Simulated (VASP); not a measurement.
# CoO (F-43m) in VASP: single point with PBE+U

Aim: the single point of CoO with PBE+U.

All numbers are computed with VASP 6.6.1; they aren't measurements. Logs are shortened: lines on timing, memory, paths and dates and some standing lists are left out, and cuts for length are marked.

## (1) The cell of the first run

Symmetry: F-43m, No. 216, cubic system. The conventional cell has a = 4.500 Å, b = 4.500 Å, c = 4.500 Å, α = 90.00°, β = 90.00°, γ = 90.00°. Within 2.6 Å of Co (site symmetry -43m) lie 4 O at 1.95 Å. Within 2.6 Å of O (site symmetry -43m) lie 4 Co at 1.95 Å.

## (2) Single point, PBE+U, collinear spin, ferromagnetic start

File INCAR:

```
ALGO     = Normal         # electronic algorithm
EDIFF    = 1E-6           # SCF threshold, eV
ENCUT    = 520            # plane-wave cutoff, eV
GGA      = PE             # functional
ISIF     = 2              # what is computed and relaxed
ISMEAR   = 0              # smearing method
ISPIN    = 2              # spin polarisation
LASPH    = T              # aspherical terms in the spheres
LCHARG   = F              # write CHGCAR
LDAU     = T              # DFT+U
LDAUJ    = 0 0          
LDAUL    = 2 -1           # shell
LDAUPRINT= 1            
LDAUTYPE = 2            
LDAUU    = 5 0            # U, eV
LMAXMIX  = 4              # l up to which the mixer works
LORBIT   = 11             # projections on sites
LREAL    = F              # projectors in reciprocal space
LWAVE    = F              # write WAVECAR
MAGMOM   = 3 0            # initial moments
NBANDS   = 18             # bands
NELM     = 150            # most SCF steps
PREC     = Accurate       # precision mode
SIGMA    = 0.05           # smearing width, eV
```

File KPOINTS:

```
k-points
0
Gamma
  16 16 16
```

File POSCAR:

```
CoO
1.0
    0.0000000000      2.2499728228      2.2499728228
    2.2499728228      0.0000000000      2.2499728228
    2.2499728228      2.2499728228      0.0000000000
Co O
1 1
Direct
    0.0000000000      0.0000000000      0.0000000000
    0.2500000000      0.2500000000      0.2500000000
```

Potentials or basis: VASP PAW PBE potentials, release 64 (Co, O).

Started as:

```console
> cat potpaw_PBE.64/Co/POTCAR potpaw_PBE.64/O/POTCAR > POTCAR
> mpirun -np 1 vasp_std > vasp.out
```

OUTCAR:

```text
EDIFF = 1E-6
   ENCUT = 520
   GGA = PE
   ISIF = 2
   ISMEAR = 0
   ISPIN = 2
   LASPH = T
   LORBIT = 11
   LREAL = F
   NELM = 150
   PREC = Accurate

 ion  position               nearest neighbor table
   1  0.000  0.000  0.000-   2 1.95   2 1.95   2 1.95   2 1.95
   2  0.250  0.250  0.250-   1 1.95   1 1.95   1 1.95   1 1.95

  LATTYP: Found a face centered cubic cell.
 ALAT       =     4.4999456456

  Lattice vectors:

 A1 = (   0.0000000000,   2.2499728228,   2.2499728228)
 A2 = (   2.2499728228,   0.0000000000,   2.2499728228)
 A3 = (   2.2499728228,   2.2499728228,   0.0000000000)

Analysis of symmetry for initial positions (statically):
=====================================================================
 Subroutine PRICEL returns:
 Original cell was already a primitive cell.

 Routine SETGRP: Setting up the symmetry group for a
 face centered cubic supercell.

 Subroutine GETGRP returns: Found 24 space group operations
 (whereof 24 operations were pure point group operations)
 out of a pool of 48 trial point group operations.

The static configuration has the point symmetry T_d .

Analysis of symmetry for dynamics (positions and initial velocities):
=====================================================================
 Subroutine PRICEL returns:
 Original cell was already a primitive cell.

 Routine SETGRP: Setting up the symmetry group for a
 face centered cubic supercell.

 Subroutine GETGRP returns: Found 24 space group operations
 (whereof 24 operations were pure point group operations)
 out of a pool of 48 trial point group operations.

The dynamic configuration has the point symmetry T_d .

Analysis of structural, dynamic, and magnetic symmetry:
=====================================================================
 Subroutine PRICEL returns:
 Original cell was already a primitive cell.

 Routine SETGRP: Setting up the symmetry group for a
 face centered cubic supercell.

 Subroutine GETGRP returns: Found 24 space group operations
 (whereof 24 operations were pure point group operations)
 out of a pool of 48 trial point group operations.

The overall configuration has the point symmetry T_d .

 Subroutine INISYM returns: Found 24 space group operations
 (whereof 24 operations are pure point group operations),
 and found     1 'primitive' translations

----------------------------------------------------------------------------------------

                                     Primitive cell

  volume of cell :      22.7804

  direct lattice vectors                    reciprocal lattice vectors
     0.000000000  2.249972823  2.249972823    -0.222224906  0.222224906  0.222224906
     2.249972823  0.000000000  2.249972823     0.222224906 -0.222224906  0.222224906
     2.249972823  2.249972823  0.000000000     0.222224906  0.222224906 -0.222224906

  length of vectors
     3.181942081  3.181942081  3.181942081     0.384904829  0.384904829  0.384904829

  position of ions in fractional coordinates (direct lattice)
     0.000000000  0.000000000  0.000000000
     0.250000000  0.250000000  0.250000000

  ion indices of the primitive-cell ions
   primitive index   ion index
                 1           1
                 2           2

----------------------------------------------------------------------------------------

 KPOINTS: k-points
[... 58 lines left out ...]
 SYSTEM =  unknown system
   PREC   = accura    normal or accurate (medium, high low for compatibility)
   ISTART =      0    job   : 0-new  1-cont  2-samecut
   ICHARG =      2    charge: 1-file 2-atom 10-const
   ISPIN  =      2    spin polarized calculation?
   LNONCOLLINEAR =      F non collinear calculations
   LSORBIT =      F    spin-orbit coupling
   LASPH  =      T    aspherical Exc in radial PAW
   ENCUT  =  520.0 eV  38.22 Ry    6.18 a.u.   5.92  5.92  5.92*2*pi/ulx,y,z
   NELM   =    150;   NELMIN=  2; NELMDL= -5     # of ELM steps
   EDIFF  = 0.1E-05   stopping-criterion for ELM
   LREAL  =      F    real-space projection
   EDIFFG = 0.1E-04   stopping-criterion for IOM
   NSW    =      0    number of steps for IOM
   IBRION =     -1    ionic relax: 0-MD 1-quasi-New 2-CG
   NFREE  =      0    steps in history (QN), initial steepest desc. (CG)
   ISIF   =      2    stress and relaxation
   ISYM   =      2    0-nonsym 1-usesym 2-fastsym
   POTIM  = 0.5000    time-step for ionic-motion
   TEBEG  =    0.0;   TEEND  =   0.0 temperature during run
   PSTRESS=    0.0 pullay stress
   NELECT =      15.0000    total number of electrons
   NUPDOWN=      -1.0000    fix difference up-down
   EMIN   =  10.00;   EMAX   =-10.00  energy-range for DOS
   EFERMI =   0.00;   METHOD = LEGACY
   ISMEAR =     0;   SIGMA  =   0.05  broadening in eV -4-tet -1-fermi 0-gaus
   EFERMI_NEDOS =   21; number of points for ismear=-14 and -15
   IALGO  =     38    algorithm
   IMIX   =      4    mixing-type and parameters
     AMIX     =   0.40;   BMIX     =  1.00
     AMIX_MAG =   1.60;   BMIX_MAG =  1.00
  volume/ion in A,a.u.               =      11.39        76.86
  Fermi-wavevector in a.u.,A,eV,Ry     =   1.424245  2.691432 27.599055  2.028473
  Thomas-Fermi vector in A             =   2.544756
   LORBIT       =     11    0 simple, 1 ext, 2 COOP (PROOUT), +10 PAW based schemes
 LDA+U is selected, type is set to LDAUTYPE =  2
   angular momentum for each species LDAUL =     2   -1
   U (eV)           for each species LDAUU =   5.0  0.0
   J (eV)           for each species LDAUJ =   0.0  0.0
   GGA     = PE    functional components
   LHFCALC =     F    Hartree Fock is set to
   AEXX    =    0.0000 exact exchange contribution
   IVDW    =     0    specifies the selected vdW correction
   LEPSILON=     F    determine dielectric tensor
   LRPA    =     F    only Hartree local field effects (RPA)
 spin polarized calculation
 Gauss-broadening in eV      SIGMA  =   0.05
  energy-cutoff  :      520.00
  volume of cell :       22.78
 maximum number of plane-waves:       636
   NGX = 11   NGY = 11   NGZ = 11

atom =   1  type =  1  l = 2

 onsite density matrix

spin component  1

  1.0017  0.0000  0.0000 -0.0000 -0.0000
  0.0000  1.0017  0.0000  0.0000 -0.0000
  0.0000  0.0000  0.9783  0.0000  0.0000
 -0.0000  0.0000  0.0000  1.0017 -0.0000
 -0.0000 -0.0000  0.0000 -0.0000  0.9783

spin component  2

  0.1114 -0.0000  0.0000  0.0000 -0.0000
 -0.0000  0.1114  0.0000 -0.0000  0.0000
  0.0000  0.0000  0.9648  0.0000 -0.0000
  0.0000 -0.0000  0.0000  0.1114 -0.0000
 -0.0000  0.0000 -0.0000 -0.0000  0.9648

 occupancies and eigenvectors

  o =  0.1114  v =  0.0000  0.0000  0.0000  0.0000  0.0000  0.0735 -0.0013  0.0000 -0.9973 -0.0000      0.0000  0.0000  0.0000  0.0000  0.0000  0.0000  0.0000  0.0000  0.0000  0.0000
  o =  0.1114  v =  0.0000  0.0000  0.0000  0.0000  0.0000  0.9971  0.0192 -0.0000  0.0735  0.0000      0.0000  0.0000  0.0000  0.0000  0.0000  0.0000  0.0000  0.0000  0.0000  0.0000
  o =  0.1114  v =  0.0000  0.0000  0.0000  0.0000  0.0000 -0.0191  0.9998 -0.0000 -0.0027 -0.0000      0.0000  0.0000  0.0000  0.0000  0.0000  0.0000  0.0000  0.0000  0.0000  0.0000
  o =  0.9648  v =  0.0000  0.0000  0.0000  0.0000  0.0000  0.0000  0.0000  0.9678 -0.0000  0.2518      0.0000  0.0000  0.0000  0.0000  0.0000  0.0000  0.0000  0.0000  0.0000  0.0000
  o =  0.9648  v =  0.0000  0.0000  0.0000  0.0000  0.0000 -0.0000  0.0000 -0.2518 -0.0000  0.9678      0.0000  0.0000  0.0000  0.0000  0.0000  0.0000  0.0000  0.0000  0.0000  0.0000
  o =  0.9783  v =  0.0000 -0.0000 -0.7386 -0.0000  0.6741  0.0000  0.0000  0.0000  0.0000  0.0000      0.0000  0.0000  0.0000  0.0000  0.0000  0.0000  0.0000  0.0000  0.0000  0.0000
  o =  0.9783  v =  0.0000 -0.0000 -0.6741  0.0000 -0.7386  0.0000  0.0000  0.0000  0.0000  0.0000      0.0000  0.0000  0.0000  0.0000  0.0000  0.0000  0.0000  0.0000  0.0000  0.0000
  o =  1.0017  v =  1.0000  0.0000  0.0000  0.0000  0.0000  0.0000  0.0000  0.0000  0.0000  0.0000      0.0000  0.0000  0.0000  0.0000  0.0000  0.0000  0.0000  0.0000  0.0000  0.0000
  o =  1.0017  v =  0.0000  0.9998 -0.0000  0.0209  0.0000  0.0000  0.0000  0.0000  0.0000  0.0000      0.0000  0.0000  0.0000  0.0000  0.0000  0.0000  0.0000  0.0000  0.0000  0.0000
  o =  1.0017  v =  0.0000 -0.0209  0.0000  0.9998  0.0000  0.0000  0.0000  0.0000  0.0000  0.0000      0.0000  0.0000  0.0000  0.0000  0.0000  0.0000  0.0000  0.0000  0.0000  0.0000

 number of electron      15.0000011 magnetization       3.0000099

 Free energy of the ion-electron system (eV)
  ---------------------------------------------------
  ext. energy  EPLUGINS =         0.00000000
  ---------------------------------------------------
  free energy    TOTEN  =       -11.69945222 eV

  energy without entropy =      -11.69945222  energy(sigma->0) =      -11.69945222

 E-fermi :   5.7926     XC(G=0): -11.1055

 val. band max:        5.4506183833   @ k =   0.0000   0.0000   0.0000
 cond. band min:       6.3246992045   @ k =   0.0000   0.0000   0.0000
 fundamental gap:      0.8740808212
 Fermi energy:         5.7926431610

 spin component 1

 k-point     1 :       0.0000    0.0000    0.0000
  band No.  band energies     occupation
      1     -13.3683      1.00000
      2      -1.5140      1.00000
      3      -1.5140      1.00000
      4      -1.5139      1.00000
      5       1.5970      1.00000
      6       1.5971      1.00000
[... 1001 lines left out ...]
     17      28.3937      0.00000
     18      29.8856      0.00000

 [... further k-points ...]
[... 5 lines left out ...]
  --------------------------------------------------------------------------------------
  -------------------------------------------------------------------------------------
  Total        1.8475501      1.8475501      1.8475501     -0.0000000      0.0000000     -0.0000000
  in kB      129.9406350    129.9406350    129.9406350     -0.0000000      0.0000000     -0.0000000
  external PRESSURE =     129.9406350 kB  Pullay stress =       0.0000000 kB

 VOLUME and BASIS-vectors are now :
 -----------------------------------------------------------------------------
  energy-cutoff  :      520.00
  volume of cell :       22.78
      direct lattice vectors                 reciprocal lattice vectors
     0.000000000  2.249972823  2.249972823    -0.222224906  0.222224906  0.222224906
     2.249972823  0.000000000  2.249972823     0.222224906 -0.222224906  0.222224906
     2.249972823  2.249972823  0.000000000     0.222224906  0.222224906 -0.222224906

 POSITION                                       TOTAL-FORCE (eV/Angst)
 -----------------------------------------------------------------------------------
      0.00000      0.00000      0.00000         0.000000      0.000000      0.000000
      1.12499      1.12499      1.12499        -0.000000     -0.000000     -0.000000
 -----------------------------------------------------------------------------------
    total drift:                                0.000000      0.000000      0.000000

  FREE ENERGIE OF THE ION-ELECTRON SYSTEM (eV)
  ---------------------------------------------------
  free  energy   TOTEN  =       -11.6994522239 eV

  energy  without entropy=      -11.6994522239  energy(sigma->0) =      -11.69945222

 total charge

# of ion       s       p       d       tot
------------------------------------------
    1        0.370   0.471   7.197   8.038
    2        1.547   3.509   0.000   5.056
--------------------------------------------------
tot          1.916   3.980   7.197  13.094

 magnetization (x)

# of ion       s       p       d       tot
------------------------------------------
    1        0.020   0.050   2.694   2.764
    2        0.012   0.140   0.000   0.152
--------------------------------------------------
tot          0.033   0.190   2.694   2.917
```

Wall time 36 s (1 thread of Intel Xeon 6975P-C (Granite Rapids), shared host); peak memory 0.21 GiB.

Results:

```
Free energy                                           : -11.6995 eV
Pressure                                              : 13.0 GPa
Band gap on the k mesh                                : 0.87 eV, direct
Net moment                                            : 3.00 μB per cell
Site moments                                          : Co +2.76; O +0.15 μB
Valence electrons inside the program's atomic spheres : Co 8.04; O 5.06
```

Levels at points of the mesh, in eV from the valence-band top:
Spin up:
| k point | band 7 | band 8 | band 9 | band 10 | band 11 | band 12 |
| --- | --- | --- | --- | --- | --- | --- |
| (0.00, 0.00, 0.00) | 0.00 | 0.00 | 0.00 | 0.87 | 14.86 | 14.86 |
| (0.50, 0.00, 0.00) | -3.91 | -0.80 | -0.80 | 6.42 | 7.65 | 13.80 |
| (0.50, 0.50, 0.00) | -2.48 | -2.48 | -2.39 | 5.22 | 10.81 | 11.31 |
Spin down:
```csv
k point,band 2,band 3,band 4,band 5,band 6,band 7,band 8,band 9,band 10,band 11
"(0.00, 0.00, 0.00)",-3.37,-3.37,-3.37,-2.27,-2.27,1.60,5.08,5.08,5.08,15.41
"(0.50, 0.00, 0.00)",-5.53,-3.89,-3.89,-1.42,-1.42,2.91,4.23,4.23,7.03,9.10
"(0.50, 0.50, 0.00)",-6.15,-3.31,-3.31,-1.95,-1.11,1.50,3.72,3.72,7.85,11.28
```

Eigenvalues of the final occupation matrices:
| site | spin | trace | eigenvalues |
| --- | --- | --- | --- |
| site 1 d | 1 | 4.96 | 0.98 0.98 1.00 1.00 1.00 |
| site 1 d | 2 | 2.26 | 0.11 0.11 0.11 0.96 0.96 |

Caveat: a cell with one magnetic atom can't hold antiferromagnetic order, which such compounds often take.
